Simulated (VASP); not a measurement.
# W8C9 (a cell with a defect) in VASP: single point with PBEsol

Aim: the single point of W8C9 (a cell with a defect) with PBEsol.

Program: VASP 6.6.1. These are calculated values, not measurements. Logs are shortened: lines on timing, memory, paths and dates and some standing lists are left out, and cuts for length are marked.

## 1. The cell of the first run

The cell holds a defect, 17 atoms: a = 5.656 Å, b = 5.797 Å, c = 5.797 Å, α = 120.00°, β = 90.00°, γ = 90.00°.

## 2. Single point, PBEsol

File INCAR:

```
SYSTEM = W8C9
PREC = Accurate ; ENCUT = 520
EDIFF = 1E-7 ; ISMEAR = 0
SIGMA = 0.1 ; LREAL = Auto
LASPH = .TRUE. ; NELM = 100
ALGO = Normal ; ISIF = 2
LWAVE = .FALSE. ; LCHARG = .FALSE.
GGA = PS ; NBANDS = 88
```

File KPOINTS:

```
Automatic mesh
0
Gamma
  4 5 5
  0.5 0 0
```

File POSCAR:

```
W8C9
1.0
    0.0000000000      0.0000000000     -5.6555137123
   -2.8984787826     -5.0203125160      0.0000000000
   -2.8984787825      5.0203125161      0.0000000000
W C
8 9
Direct
    0.5000000254      0.4999995591      0.5000015510
    1.0000000509      0.5000013232      0.5000053070
    0.5000000254      0.5024344192      0.0012170165
    1.0000000509      0.4668011002     -0.0165939060
    0.5000000254      0.9987782890      0.4975586951
    1.0000000509      1.0165860321      0.5331744930
    0.5000000254      0.9987804548      0.0012168601
    1.0000000509      1.0166031658     -0.0165944655
    0.2661590223      0.1666605628      0.8333236419
    0.7338408518      0.1666605628      0.8333236419
    0.2534912075      0.1726294261      0.3363130608
    0.7465088434      0.1726294261      0.3363130608
    0.2534851957      0.6636879406      0.8273783477
    0.7465146784      0.6636879406      0.8273783477
    0.2534917380      0.6636813105      0.3363132443
    0.7465083129      0.6636813105      0.3363132443
    1.0000000509      0.8333197334      0.1666403206
```

Potentials or basis: VASP PAW PBE potentials, release 64 (W_sv, C).

Started as:

```
cat potpaw_PBE.64/W_sv/POTCAR potpaw_PBE.64/C/POTCAR > POTCAR
mpirun -np 1 vasp_std > vasp.out
```

OUTCAR:

```text
SYSTEM = W8C9
   PREC = Accurate
   ENCUT = 520
   EDIFF = 1E-7
   ISMEAR = 0
   LREAL = Auto
   LASPH = .TRUE.
   NELM = 100
   ISIF = 2
   GGA = PS

 ion  position               nearest neighbor table
   1  0.500  0.500  0.500-  15 2.16  16 2.16  11 2.16  12 2.16  14 2.16  13 2.16   2 2.83   2 2.83
                             3 2.90   7 2.90   5 2.90   5 2.90   7 2.90   3 2.90
   2  0.000  0.500  0.500-  13 2.18  14 2.18  11 2.18  12 2.18  15 2.18  16 2.18   1 2.83   1 2.83
                             6 2.90   6 2.90   8 2.90   4 2.90   4 2.90   8 2.90
   3  0.500  0.502  0.001-  10 2.14   9 2.14  15 2.19  16 2.19  14 2.19  13 2.19   4 2.83   4 2.83
                             5 2.88   7 2.88   1 2.90   1 2.90   7 2.92   5 2.92
   4  0.000  0.467  0.983-  17 1.84   9 2.13  10 2.13  15 2.28  16 2.28  13 2.28  14 2.28   8 2.61
                             6 2.61   3 2.83   3 2.83   2 2.90   2 2.90   6 3.19   8 3.19
   5  0.500  0.999  0.498-  10 2.14   9 2.14  15 2.19  16 2.19  11 2.19  12 2.19   6 2.83   6 2.83
                             3 2.88   7 2.88   1 2.90   1 2.90   7 2.92   3 2.92
   6  0.000  0.017  0.533-  17 1.84   9 2.13  10 2.13  11 2.28  12 2.28  15 2.28  16 2.28   8 2.61
                             4 2.61   5 2.83   5 2.83   2 2.90   2 2.90   4 3.19   8 3.19
   7  0.500  0.999  0.001-  10 2.14   9 2.14  11 2.19  12 2.19  14 2.19  13 2.19   8 2.83   8 2.83
                             5 2.88   3 2.88   1 2.90   1 2.90   3 2.92   5 2.92
   8  0.000  0.017  0.983-  17 1.84   9 2.13  10 2.13  11 2.28  12 2.28  13 2.28  14 2.28   4 2.61
                             6 2.61   7 2.83   7 2.83   2 2.90   2 2.90   6 3.19   4 3.19
   9  0.266  0.167  0.833-   8 2.13   4 2.13   6 2.13   5 2.14   7 2.14   3 2.14
  10  0.734  0.167  0.833-   8 2.13   4 2.13   6 2.13   5 2.14   7 2.14   3 2.14
  11  0.253  0.173  0.336-   1 2.16   2 2.18   7 2.19   5 2.19   6 2.28   8 2.28
  12  0.747  0.173  0.336-   1 2.16   2 2.18   7 2.19   5 2.19   6 2.28   8 2.28
  13  0.253  0.664  0.827-   1 2.16   2 2.18   3 2.19   7 2.19   4 2.28   8 2.28
  14  0.747  0.664  0.827-   1 2.16   2 2.18   3 2.19   7 2.19   4 2.28   8 2.28
  15  0.253  0.664  0.336-   1 2.16   2 2.18   3 2.19   5 2.19   6 2.28   4 2.28
  16  0.747  0.664  0.336-   1 2.16   2 2.18   3 2.19   5 2.19   6 2.28   4 2.28
  17  0.000  0.833  0.167-   8 1.84   4 1.84   6 1.84

  LATTYP: Found a hexagonal cell.
 ALAT       =     5.7969575651
 C/A-ratio  =     0.9756003298

  Lattice vectors:

 A1 = (  -2.8984787826,  -5.0203125160,   0.0000000000)
 A2 = (  -2.8984787825,   5.0203125161,   0.0000000000)
 A3 = (   0.0000000000,   0.0000000000,  -5.6555137123)

Analysis of symmetry for initial positions (statically):
=====================================================================
 Subroutine PRICEL returns:
 Original cell was already a primitive cell.

 Routine SETGRP: Setting up the symmetry group for a
 hexagonal supercell.

 Subroutine GETGRP returns: Found  4 space group operations
 (whereof  2 operations were pure point group operations)
 out of a pool of 24 trial point group operations.

The static configuration has the point symmetry C_1h.
 The point group associated with its full space group is C_2v.

Analysis of symmetry for dynamics (positions and initial velocities):
=====================================================================
 Subroutine PRICEL returns:
 Original cell was already a primitive cell.

 Routine SETGRP: Setting up the symmetry group for a
 hexagonal supercell.

 Subroutine GETGRP returns: Found  4 space group operations
 (whereof  2 operations were pure point group operations)
 out of a pool of 24 trial point group operations.

The dynamic configuration has the point symmetry C_1h.
 The point group associated with its full space group is C_2v.

 Subroutine INISYM returns: Found  4 space group operations
 (whereof  2 operations are pure point group operations),
 and found     1 'primitive' translations

----------------------------------------------------------------------------------------

                                     Primitive cell

  volume of cell :     164.5898

  direct lattice vectors                    reciprocal lattice vectors
     0.000000000  0.000000000 -5.655513712     0.000000000  0.000000000 -0.176818597
    -2.898478783 -5.020312516  0.000000000    -0.172504282 -0.099595393  0.000000000
    -2.898478782  5.020312516  0.000000000    -0.172504282  0.099595393  0.000000000

  length of vectors
     5.655513712  5.796957565  5.796957565     0.176818597  0.199190787  0.199190787

  position of ions in fractional coordinates (direct lattice)
     0.500000025  0.499999559  0.500001551
     0.000000051  0.500001323  0.500005307
     0.500000025  0.502434419  0.001217017
     0.000000051  0.466801100  0.983406094
     0.500000025  0.998778289  0.497558695
     0.000000051  0.016586032  0.533174493
[... 9 lines left out ...]
     0.746508313  0.663681311  0.336313244
     0.000000051  0.833319733  0.166640321

  ion indices of the primitive-cell ions
   primitive index   ion index
                 1           1
                 2           2
                 3           3
                 4           4
                 5           5
                 6           6
[... 9 lines left out ...]
                16          16
                17          17

----------------------------------------------------------------------------------------

 KPOINTS: Automatic mesh

Automatic generation of k-mesh.
 Grid dimensions read from file:
 generate k-points for:    4    5    5

 Generating k-lattice:

  Cartesian coordinates                     Fractional coordinates (reciprocal lattice)
     0.000000000  0.000000000 -0.044204649     0.250000000  0.000000000  0.000000000
    -0.034500856 -0.019919079  0.000000000     0.000000000  0.200000000  0.000000000
    -0.034500856  0.019919079  0.000000000     0.000000000  0.000000000  0.200000000

  Length of vectors
     0.044204649  0.039838157  0.039838157

  Shift w.r.t. Gamma in fractional coordinates (k-lattice)
     0.500000000  0.000000000  0.000000000

 Subroutine IBZKPT returns following result:
 ===========================================

 Found     18 irreducible k-points:

 Following reciprocal coordinates:
            Coordinates               Weight
  0.125000  0.000000  0.000000      2.000000
  0.375000  0.000000  0.000000      2.000000
  0.125000  0.200000 -0.000000      8.000000
  0.125000 -0.000000  0.200000      4.000000
  0.375000  0.200000 -0.000000      8.000000
  0.375000 -0.000000  0.200000      4.000000
[... 10 lines left out ...]
  0.375000  0.400000  0.200000      8.000000
  0.375000 -0.200000 -0.400000      4.000000
   k-points           NKPTS =     18   k-points in BZ     NKDIM =     18   number of bands    NBANDS=     88
   number of dos      NEDOS =    301   number of ions     NIONS =     17
   total plane-waves  NPLWV =  96768
   dimension x,y,z NGX =    42 NGY =   48 NGZ =   48
   dimension x,y,z NGXF=    84 NGYF=   96 NGZF=   96
   ions per type =               8   9
   NGX,Y,Z   is equivalent  to a cutoff of  12.35, 13.77, 13.77 a.u.
   NGXF,Y,Z  is equivalent  to a cutoff of  24.69, 27.53, 27.53 a.u.
 SYSTEM =  W8C9
   PREC   = accura    normal or accurate (medium, high low for compatibility)
   ISTART =      0    job   : 0-new  1-cont  2-samecut
   ICHARG =      2    charge: 1-file 2-atom 10-const
   ISPIN  =      1    spin polarized calculation?
   LNONCOLLINEAR =      F non collinear calculations
   LSORBIT =      F    spin-orbit coupling
   LASPH  =      T    aspherical Exc in radial PAW
   ENCUT  =  520.0 eV  38.22 Ry    6.18 a.u.  10.52 10.78 10.78*2*pi/ulx,y,z
   NELM   =    100;   NELMIN=  2; NELMDL= -5     # of ELM steps
   EDIFF  = 0.1E-06   stopping-criterion for ELM
   LREAL  =      T    real-space projection
   EDIFFG = 0.1E-05   stopping-criterion for IOM
   NSW    =      0    number of steps for IOM
   IBRION =     -1    ionic relax: 0-MD 1-quasi-New 2-CG
   NFREE  =      0    steps in history (QN), initial steepest desc. (CG)
   ISIF   =      2    stress and relaxation
   ISYM   =      2    0-nonsym 1-usesym 2-fastsym
   POTIM  = 0.5000    time-step for ionic-motion
   TEBEG  =    0.0;   TEEND  =   0.0 temperature during run
   PSTRESS=    0.0 pullay stress
   NELECT =     148.0000    total number of electrons
   NUPDOWN=      -1.0000    fix difference up-down
   EMIN   =  10.00;   EMAX   =-10.00  energy-range for DOS
   EFERMI =   0.00;   METHOD = LEGACY
   ISMEAR =     0;   SIGMA  =   0.10  broadening in eV -4-tet -1-fermi 0-gaus
   EFERMI_NEDOS =   21; number of points for ismear=-14 and -15
   IALGO  =     38    algorithm
   IMIX   =      4    mixing-type and parameters
     AMIX     =   0.40;   BMIX     =  1.00
     AMIX_MAG =   1.60;   BMIX_MAG =  1.00
  volume/ion in A,a.u.               =       9.68        65.34
  Fermi-wavevector in a.u.,A,eV,Ry     =   1.580136  2.986024 33.971425  2.496829
  Thomas-Fermi vector in A             =   2.680409
   LORBIT       =      0    0 simple, 1 ext, 2 COOP (PROOUT), +10 PAW based schemes
   GGA     = PS    functional components
   LHFCALC =     F    Hartree Fock is set to
   AEXX    =    0.0000 exact exchange contribution
   IVDW    =     0    specifies the selected vdW correction
   LEPSILON=     F    determine dielectric tensor
   LRPA    =     F    only Hartree local field effects (RPA)
 non-spin polarized calculation
 Gauss-broadening in eV      SIGMA  =   0.10
  energy-cutoff  :      520.00
  volume of cell :      164.59
 maximum number of plane-waves:      4455
 NGX is ok and might be reduce to    42
   NGX = 21   NGY = 21   NGZ = 21

 number of electron     147.9999990 magnetization

 Free energy of the ion-electron system (eV)
  ---------------------------------------------------
  ext. energy  EPLUGINS =         0.00000000
  ---------------------------------------------------
  free energy    TOTEN  =      -192.85865067 eV

  energy without entropy =     -192.83598048  energy(sigma->0) =     -192.84731558

 E-fermi :  12.1505     XC(G=0): -14.1451

 val. band max:       12.1490731295   @ k =   0.3750   0.2000   0.2000
 cond. band min:      12.1549435067   @ k =   0.1250   0.2000  -0.0000
 fundamental gap:      0.0058703772
 Fermi energy:        12.1505411270

 k-point     1 :       0.1250    0.0000    0.0000
  band No.  band energies     occupation
      1     -62.4912      2.00000
      2     -62.2868      2.00000
      3     -62.2369      2.00000
      4     -62.2369      2.00000
      5     -62.1419      2.00000
      6     -62.0683      2.00000
[... 78 lines left out ...]
     85      15.8835      0.00000
     86      15.9458      0.00000

 k-point     2 :       0.3750    0.0000    0.0000
  band No.  band energies     occupation
      1     -62.4904      2.00000
      2     -62.2848      2.00000
      3     -62.2353      2.00000
      4     -62.2353      2.00000
      5     -62.1439      2.00000
      6     -62.0692      2.00000
[... 1413 lines left out ...]
     85      15.5351      0.00000
     86      15.7159      0.00000

 k-point    18 :       0.3750   -0.2000   -0.4000
  band No.  band energies     occupation
      1     -62.4890      2.00000
      2     -62.2636      2.00000
      3     -62.2538      2.00000
      4     -62.2360      2.00000
      5     -62.1382      2.00000
      6     -62.0714      2.00000
[... 78 lines left out ...]
     85      15.5352      0.00000
     86      15.7159      0.00000
 [bands above 86 left out]

------------------------ aborting loop because EDIFF is reached ----------------------------------------

  FORCE on cell =-STRESS in cart. coord.  units (eV):
  Direction    XX          YY          ZZ          XY          YZ          ZX
  --------------------------------------------------------------------------------------
  -------------------------------------------------------------------------------------
  Total       33.7021789     33.7098890     15.3206854      0.0066772      0.0000000      0.0000000
  in kB      328.0693273    328.1443805    149.1371511      0.0649980      0.0000000      0.0000000
  external PRESSURE =     268.4502863 kB  Pullay stress =       0.0000000 kB

 VOLUME and BASIS-vectors are now :
 -----------------------------------------------------------------------------
  energy-cutoff  :      520.00
  volume of cell :      164.59
      direct lattice vectors                 reciprocal lattice vectors
     0.000000000  0.000000000 -5.655513712     0.000000000  0.000000000 -0.176818597
    -2.898478783 -5.020312516  0.000000000    -0.172504282 -0.099595393  0.000000000
    -2.898478782  5.020312516  0.000000000    -0.172504282  0.099595393  0.000000000

 POSITION                                       TOTAL-FORCE (eV/Angst)
 -----------------------------------------------------------------------------------
     -2.89848      0.00001     -2.82776        -0.000059      0.000034     -0.000000
     -2.89850      0.00002     -0.00000        -0.000004      0.000002     -0.000000
     -1.45982     -2.51627     -2.82776        -0.011589     -0.006686     -0.000000
     -4.20339      2.59352     -0.00000         0.043137      0.024801     -0.000000
     -4.33710     -2.51628     -2.82776         0.011612     -0.006704     -0.000000
     -1.59347      2.59344     -0.00000        -0.042969      0.024808     -0.000000
[... 9 lines left out ...]
     -2.89846     -1.64349     -4.22189        -0.000008     -0.006159     -0.007030
     -2.89836     -3.34694     -0.00000        -0.000092      0.000053     -0.000000
 -----------------------------------------------------------------------------------
    total drift:                               -0.012615     -0.022665      0.000488

  FREE ENERGIE OF THE ION-ELECTRON SYSTEM (eV)
  ---------------------------------------------------
  free  energy   TOTEN  =      -192.8586506664 eV

  energy  without entropy=     -192.8359804838  energy(sigma->0) =     -192.84731558
```

Run time: 5.2 min. Hardware: 1 thread of Intel Xeon 6975P-C (Granite Rapids), shared host; peak memory 0.39 GiB.

Results:

| Quantity | Value |
| --- | --- |
| Free energy | -192.8587 eV |
| Pressure | 26.8 GPa |
| Largest force | 0.050 eV/Å |
| Band gap on the k mesh | zero (bands 74 and 75 overlap by 0.64 eV) |

Forces in eV/Å, atoms in the order of the input:
```
W    0.000  0.000  0.000
W    0.000  0.000  0.000
W   -0.012 -0.007  0.000
W    0.043  0.025  0.000
W    0.012 -0.007  0.000
W   -0.043  0.025  0.000
W    0.000  0.013  0.000
W    0.000 -0.050  0.000
C    0.000  0.000  0.004
C    0.000  0.000 -0.004
C    0.005  0.003  0.007
C    0.005  0.003 -0.007
C   -0.005  0.003  0.007
C   -0.005  0.003 -0.007
C    0.000 -0.006  0.007
C    0.000 -0.006 -0.007
C    0.000  0.000  0.000
```

Caveat: the PAW data sets were made with another functional, which shifts forces and pressure a little; spin-orbit coupling is left out, which moves the levels of the heavy elements.
